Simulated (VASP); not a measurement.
# Hg (Fd-3m) in VASP: single point with revPBE

Aim: the single point of Hg with revPBE.

Everything below comes from runs of VASP 6.6.1. Logs are shortened: lines on timing, memory, paths and dates and some standing lists are left out, and cuts for length are marked.

## 1. The cell of the first run

The structure is cubic, space group Fd-3m (No. 227). Conventional cell: a = 10.376 Å, b = 10.376 Å, c = 10.376 Å, α = 90.00°, β = 90.00°, γ = 90.00°. Hg (site symmetry -43m) has 4 Hg at 4.49 Å within 5.9 Å.

## 2. Single point, revPBE

INCAR

```
SYSTEM = Hg
  ALGO = Normal
  EDIFF = 1E-6
  ENCUT = 520
  GGA = RE
  ISIF = 2
  ISMEAR = -1
  LASPH = .TRUE.
  LCHARG = .FALSE.
  LREAL = .FALSE.
  LWAVE = .FALSE.
  NBANDS = 19
  NELM = 80
  PREC = Accurate
  SIGMA = 0.1
```

KPOINTS

```
k-points
0
G
  9 9 9
  0 0 0
```

POSCAR

```
Hg
1.0
    0.0000000000      5.1879712650      5.1879712650
    5.1879712650      0.0000000000      5.1879712650
    5.1879712650      5.1879712650      0.0000000000
Hg
2
Direct
    0.1250000000      0.1250000000      0.1250000000
    0.8750000000      0.8750000000      0.8750000000
```

Potentials or basis: VASP PAW PBE potentials, release 64 (Hg).

On the command line:

```console
$ cat potpaw_PBE.64/Hg/POTCAR > POTCAR
$ mpirun -np 1 vasp_std > vasp.out
```

OUTCAR:

```text
SYSTEM = Hg
   EDIFF = 1E-6
   ENCUT = 520
   GGA = RE
   ISIF = 2
   ISMEAR = -1
   LASPH = .TRUE.
   LREAL = .FALSE.
   NELM = 80
   PREC = Accurate

 ion  position               nearest neighbor table
   1  0.125  0.125  0.125-
   2  0.875  0.875  0.875-

  LATTYP: Found a face centered cubic cell.
 ALAT       =    10.3759425300

  Lattice vectors:

 A1 = (   0.0000000000,   5.1879712650,   5.1879712650)
 A2 = (   5.1879712650,   0.0000000000,   5.1879712650)
 A3 = (   5.1879712650,   5.1879712650,   0.0000000000)

Analysis of symmetry for initial positions (statically):
=====================================================================
 Subroutine PRICEL returns:
 Original cell was already a primitive cell.

 Routine SETGRP: Setting up the symmetry group for a
 face centered cubic supercell.

 Subroutine GETGRP returns: Found 48 space group operations
 (whereof 12 operations were pure point group operations)
 out of a pool of 48 trial point group operations.

The static configuration has the point symmetry D_3d.
 The point group associated with its full space group is O_h .

Analysis of symmetry for dynamics (positions and initial velocities):
=====================================================================
 Subroutine PRICEL returns:
 Original cell was already a primitive cell.

 Routine SETGRP: Setting up the symmetry group for a
 face centered cubic supercell.

 Subroutine GETGRP returns: Found 48 space group operations
 (whereof 12 operations were pure point group operations)
 out of a pool of 48 trial point group operations.

The dynamic configuration has the point symmetry D_3d.
 The point group associated with its full space group is O_h .

 Subroutine INISYM returns: Found 48 space group operations
 (whereof 12 operations are pure point group operations),
 and found     1 'primitive' translations

----------------------------------------------------------------------------------------

                                     Primitive cell

  volume of cell :     279.2690

  direct lattice vectors                    reciprocal lattice vectors
     0.000000000  5.187971265  5.187971265    -0.096376787  0.096376787  0.096376787
     5.187971265  0.000000000  5.187971265     0.096376787 -0.096376787  0.096376787
     5.187971265  5.187971265  0.000000000     0.096376787  0.096376787 -0.096376787

  length of vectors
     7.336899324  7.336899324  7.336899324     0.166929491  0.166929491  0.166929491

  position of ions in fractional coordinates (direct lattice)
     0.125000000  0.125000000  0.125000000
     0.875000000  0.875000000  0.875000000

  ion indices of the primitive-cell ions
   primitive index   ion index
                 1           1
                 2           2

----------------------------------------------------------------------------------------

 KPOINTS: k-points

Automatic generation of k-mesh.
 Grid dimensions read from file:
 generate k-points for:    9    9    9

 Generating k-lattice:

  Cartesian coordinates                     Fractional coordinates (reciprocal lattice)
    -0.010708532  0.010708532  0.010708532     0.111111111  0.000000000  0.000000000
     0.010708532 -0.010708532  0.010708532     0.000000000  0.111111111  0.000000000
     0.010708532  0.010708532 -0.010708532     0.000000000  0.000000000  0.111111111

  Length of vectors
     0.018547721  0.018547721  0.018547721

  Shift w.r.t. Gamma in fractional coordinates (k-lattice)
     0.000000000  0.000000000  0.000000000

 Subroutine IBZKPT returns following result:
 ===========================================

 Found     35 irreducible k-points:

 Following reciprocal coordinates:
            Coordinates               Weight
  0.000000  0.000000  0.000000      1.000000
  0.111111  0.000000  0.000000      8.000000
  0.222222  0.000000  0.000000      8.000000
  0.333333  0.000000  0.000000      8.000000
  0.444444  0.000000  0.000000      8.000000
  0.111111  0.111111  0.000000      6.000000
[... 16 lines left out ...]
 -0.333333  0.333333  0.000000     12.000000
  0.444444  0.444444  0.000000      6.000000
 [... further k-points ...]
   k-points           NKPTS =     35   k-points in BZ     NKDIM =     35   number of bands    NBANDS=     19
   number of dos      NEDOS =    301   number of ions     NIONS =      2
   total plane-waves  NPLWV = 175616
   dimension x,y,z NGX =    56 NGY =   56 NGZ =   56
   dimension x,y,z NGXF=   112 NGYF=  112 NGZF=  112
   ions per type =               2
   NGX,Y,Z   is equivalent  to a cutoff of  12.69, 12.69, 12.69 a.u.
   NGXF,Y,Z  is equivalent  to a cutoff of  25.38, 25.38, 25.38 a.u.
 SYSTEM =  Hg
   PREC   = accura    normal or accurate (medium, high low for compatibility)
   ISTART =      0    job   : 0-new  1-cont  2-samecut
   ICHARG =      2    charge: 1-file 2-atom 10-const
   ISPIN  =      1    spin polarized calculation?
   LNONCOLLINEAR =      F non collinear calculations
   LSORBIT =      F    spin-orbit coupling
   LASPH  =      T    aspherical Exc in radial PAW
   ENCUT  =  520.0 eV  38.22 Ry    6.18 a.u.  13.64 13.64 13.64*2*pi/ulx,y,z
   NELM   =     80;   NELMIN=  2; NELMDL= -5     # of ELM steps
   EDIFF  = 0.1E-05   stopping-criterion for ELM
   LREAL  =      F    real-space projection
   EDIFFG = 0.1E-04   stopping-criterion for IOM
   NSW    =      0    number of steps for IOM
   IBRION =     -1    ionic relax: 0-MD 1-quasi-New 2-CG
   NFREE  =      0    steps in history (QN), initial steepest desc. (CG)
   ISIF   =      2    stress and relaxation
   ISYM   =      2    0-nonsym 1-usesym 2-fastsym
   POTIM  = 0.5000    time-step for ionic-motion
   TEBEG  =    0.0;   TEEND  =   0.0 temperature during run
   PSTRESS=    0.0 pullay stress
   NELECT =      24.0000    total number of electrons
   NUPDOWN=      -1.0000    fix difference up-down
   EMIN   =  10.00;   EMAX   =-10.00  energy-range for DOS
   EFERMI =   0.00;   METHOD = LEGACY
   ISMEAR =    -1;   SIGMA  =   0.10  broadening in eV -4-tet -1-fermi 0-gaus
   EFERMI_NEDOS =   21; number of points for ismear=-14 and -15
   IALGO  =     38    algorithm
   IMIX   =      4    mixing-type and parameters
     AMIX     =   0.40;   BMIX     =  1.00
     AMIX_MAG =   1.60;   BMIX_MAG =  1.00
  volume/ion in A,a.u.               =     139.63       942.30
  Fermi-wavevector in a.u.,A,eV,Ry     =   0.722444  1.365222  7.101231  0.521926
  Thomas-Fermi vector in A             =   1.812408
   LORBIT       =      0    0 simple, 1 ext, 2 COOP (PROOUT), +10 PAW based schemes
   GGA     = RE    functional components
   LHFCALC =     F    Hartree Fock is set to
   AEXX    =    0.0000 exact exchange contribution
   IVDW    =     0    specifies the selected vdW correction
   LEPSILON=     F    determine dielectric tensor
   LRPA    =     F    only Hartree local field effects (RPA)
 non-spin polarized calculation
  energy-cutoff  :      520.00
  volume of cell :      279.27
 maximum number of plane-waves:      7631
   NGX = 27   NGY = 27   NGZ = 27

 number of electron      23.9999998 magnetization

 Free energy of the ion-electron system (eV)
  ---------------------------------------------------
  ext. energy  EPLUGINS =         0.00000000
  ---------------------------------------------------
  free energy    TOTEN  =        -0.00725257 eV

  energy without entropy =       -0.00725257  energy(sigma->0) =       -0.00725257

 E-fermi :  -2.9671     XC(G=0):  -3.6285

 val. band max:       -4.9374512241   @ k =   0.0000   0.0000   0.0000
 cond. band min:      -0.8448915007   @ k =  -0.3333   0.3333   0.0000
 fundamental gap:      4.0925597235
 Fermi energy:        -2.9670759380

 k-point     1 :       0.0000    0.0000    0.0000
  band No.  band energies     occupation
      1      -8.6980      2.00000
      2      -8.6980      2.00000
      3      -8.6980      2.00000
      4      -8.6915      2.00000
      5      -8.6915      2.00000
      6      -8.6437      2.00000
[... 11 lines left out ...]
     18       1.0273      0.00000
     19       1.2181      0.00000

 k-point     2 :       0.1111    0.0000    0.0000
  band No.  band energies     occupation
      1      -8.6996      2.00000
      2      -8.6996      2.00000
      3      -8.6976      2.00000
      4      -8.6893      2.00000
      5      -8.6893      2.00000
      6      -8.6465      2.00000
[... 11 lines left out ...]
     18       1.1124      0.00000
     19       1.7059      0.00000

 k-point     3 :       0.2222    0.0000    0.0000
  band No.  band energies     occupation
      1      -8.7019      2.00000
      2      -8.7019      2.00000
      3      -8.6967      2.00000
      4      -8.6859      2.00000
      5      -8.6859      2.00000
      6      -8.6500      2.00000
[... 11 lines left out ...]
     18       1.2744      0.00000
     19       2.2811      0.00000

 k-point     4 :       0.3333    0.0000    0.0000
  band No.  band energies     occupation
      1      -8.7033      2.00000
      2      -8.7033      2.00000
      3      -8.6955      2.00000
      4      -8.6833      2.00000
      5      -8.6833      2.00000
      6      -8.6525      2.00000
[... 11 lines left out ...]
     18       1.3970      0.00000
     19       2.5247      0.00000

 k-point     5 :       0.4444    0.0000    0.0000
  band No.  band energies     occupation
      1      -8.7039      2.00000
      2      -8.7039      2.00000
      3      -8.6947      2.00000
      4      -8.6821      2.00000
      5      -8.6821      2.00000
      6      -8.6536      2.00000
[... 11 lines left out ...]
     18       1.7578      0.00000
     19       2.5272      0.00000

 k-point     6 :       0.1111    0.1111    0.0000
  band No.  band energies     occupation
      1      -8.6997      2.00000
      2      -8.6991      2.00000
      3      -8.6991      2.00000
      4      -8.6900      2.00000
      5      -8.6870      2.00000
      6      -8.6499      2.00000
[... 11 lines left out ...]
     18       1.2467      0.00000
     19       1.7678      0.00000

 k-point     7 :       0.2222    0.1111    0.0000
  band No.  band energies     occupation
      1      -8.7023      2.00000
      2      -8.7009      2.00000
      3      -8.6979      2.00000
      4      -8.6874      2.00000
      5      -8.6831      2.00000
      6      -8.6540      2.00000
[... 11 lines left out ...]
     18       1.4319      0.00000
     19       2.2571      0.00000

 k-point     8 :       0.3333    0.1111    0.0000
  band No.  band energies     occupation
      1      -8.7046      2.00000
      2      -8.7027      2.00000
      3      -8.6955      2.00000
      4      -8.6843      2.00000
      5      -8.6802      2.00000
      6      -8.6568      2.00000
[... 256 lines left out ...]
 k-point    20 :       0.3333    0.3333    0.0000
  band No.  band energies     occupation
      1      -8.7045      2.00000
      2      -8.7045      2.00000
      3      -8.6970      2.00000
      4      -8.6792      2.00000
      5      -8.6708      2.00000
      6      -8.6685      2.00000
[... 11 lines left out ...]
     18       2.0607      0.00000
     19       2.5719      0.00000

 k-point    21 :       0.4444    0.3333    0.0000
  band No.  band energies     occupation
      1      -8.7069      2.00000
      2      -8.7056      2.00000
      3      -8.6925      2.00000
      4      -8.6755      2.00000
      5      -8.6749      2.00000
      6      -8.6647      2.00000
[... 11 lines left out ...]
     18       2.1688      0.00000
     19       2.8247      0.00000

 k-point    22 :      -0.4444    0.3333    0.0000
  band No.  band energies     occupation
      1      -8.7093      2.00000
      2      -8.7062      2.00000
      3      -8.6874      2.00000
      4      -8.6741      2.00000
      5      -8.6718      2.00000
      6      -8.6651      2.00000
[... 11 lines left out ...]
     18       2.1143      0.00000
     19       2.8344      0.00000

 k-point    23 :      -0.3333    0.3333    0.0000
  band No.  band energies     occupation
      1      -8.7100      2.00000
      2      -8.7064      2.00000
      3      -8.6863      2.00000
      4      -8.6718      2.00000
      5      -8.6713      2.00000
      6      -8.6668      2.00000
[... 11 lines left out ...]
     18       1.9256      0.00000
     19       2.7247      0.00000

 k-point    24 :       0.4444    0.4444    0.0000
  band No.  band energies     occupation
      1      -8.7062      2.00000
      2      -8.7062      2.00000
      3      -8.6907      2.00000
      4      -8.6816      2.00000
      5      -8.6714      2.00000
      6      -8.6631      2.00000
[... 11 lines left out ...]
     18       2.3433      0.00000
     19       2.8261      0.00000

 [... further k-points ...]

------------------------ aborting loop because EDIFF is reached ----------------------------------------

  FORCE on cell =-STRESS in cart. coord.  units (eV):
  Direction    XX          YY          ZZ          XY          YZ          ZX
  --------------------------------------------------------------------------------------
  -------------------------------------------------------------------------------------
  Total        0.0331827      0.0331827      0.0331827      0.0000000      0.0000000      0.0000000
  in kB        0.1903703      0.1903703      0.1903703      0.0000000      0.0000000      0.0000000
  external PRESSURE =       0.1903703 kB  Pullay stress =       0.0000000 kB

 VOLUME and BASIS-vectors are now :
 -----------------------------------------------------------------------------
  energy-cutoff  :      520.00
  volume of cell :      279.27
      direct lattice vectors                 reciprocal lattice vectors
     0.000000000  5.187971265  5.187971265    -0.096376787  0.096376787  0.096376787
     5.187971265  0.000000000  5.187971265     0.096376787 -0.096376787  0.096376787
     5.187971265  5.187971265  0.000000000     0.096376787  0.096376787 -0.096376787

 POSITION                                       TOTAL-FORCE (eV/Angst)
 -----------------------------------------------------------------------------------
      1.29699      1.29699      1.29699         0.000000     -0.000000     -0.000000
      9.07895      9.07895      9.07895        -0.000000      0.000000      0.000000
 -----------------------------------------------------------------------------------
    total drift:                                0.000000      0.000000     -0.000000

  FREE ENERGIE OF THE ION-ELECTRON SYSTEM (eV)
  ---------------------------------------------------
  free  energy   TOTEN  =        -0.0072525704 eV

  energy  without entropy=       -0.0072525688  energy(sigma->0) =       -0.00725257
```

It took 2.3 min on 1 thread of AMD EPYC 7R43 (Zen 3), shared host; peak memory 0.47 GiB.

Results:

| Quantity | Value |
| --- | --- |
| Free energy | -0.0073 eV |
| Pressure | 0.0 GPa |
| Band gap on the k mesh | 4.09 eV (least direct gap 4.54 eV) |

Caveat: the PAW data sets were made with another functional, which shifts forces and pressure a little; spin-orbit coupling is left out, which moves the levels of the heavy elements; an odd mesh through Γ misses points on the zone boundary, where band edges can lie.
